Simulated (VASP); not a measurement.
Crystal: P.

```xyz
1
Lattice="2.5899 0.0000 0.0000 -1.2950 2.2429 0.0000 0.0000 0.0000 2.4833" Properties=species:S:1:pos:R:3 pbc="T T T"
P     0.0000    0.0000    0.0000
```

This isn't the form of P at room conditions, which is orthorhombic.

| Property | Result |
| --- | --- |
| Program | VASP 6.6.1 |
| Task | relaxation of cell and atoms |
| Functional | r2SCAN |
| Potentials or basis | VASP PAW PBE potentials, release 64 (P) |
| Cutoff | 600 eV |
| k mesh | 9 × 9 × 8 |
| Occupations | gaussian, width 0.1 eV |
| Spin | no spin polarisation |

At the start: pressure 3.9 GPa; volume 14.43 Å³/atom.

Task: Where does the relaxation end?

Result: Over 12 steps the energy falls by 19.1 meV/atom and the volume is 14.78 Å³/atom (+2.5 %); space group P6/mmm (No. 191, to 0.1 Å) before and after.

The path:
```csv
step,energy change (eV),largest force (eV/Å),pressure (GPa),volume (Å³)
1,0.0000,0.0000,3.86,14.43
2,-0.0149,0.0000,-1.76,15.16
3,-0.0155,0.0000,-0.86,15.04
4,-0.0155,0.0000,-0.78,15.03
5,-0.0166,0.0000,-0.23,14.90
6,-0.0171,0.0000,2.07,14.53
7,-0.0177,0.0000,0.27,14.78
8,-0.0184,0.0000,1.11,14.66
9,-0.0184,0.0000,1.16,14.65
10,-0.0185,0.0000,1.15,14.66
11,-0.0189,0.0000,0.61,14.72
12,-0.0191,0.0000,0.19,14.78
```

Final structure:
```yaml
crystal:
  lattice:
    - [2.66346, 0.00000, 0.00000]
    - [-1.33173, 2.30662, 0.00000]
    - [0.00000, 0.00000, 2.40626]
  atoms:
    - { symbol: P, position: [0.00000, 0.00000, 0.00000] }
```

Caveat: the PAW data sets were made with another functional, which shifts forces and pressure a little.
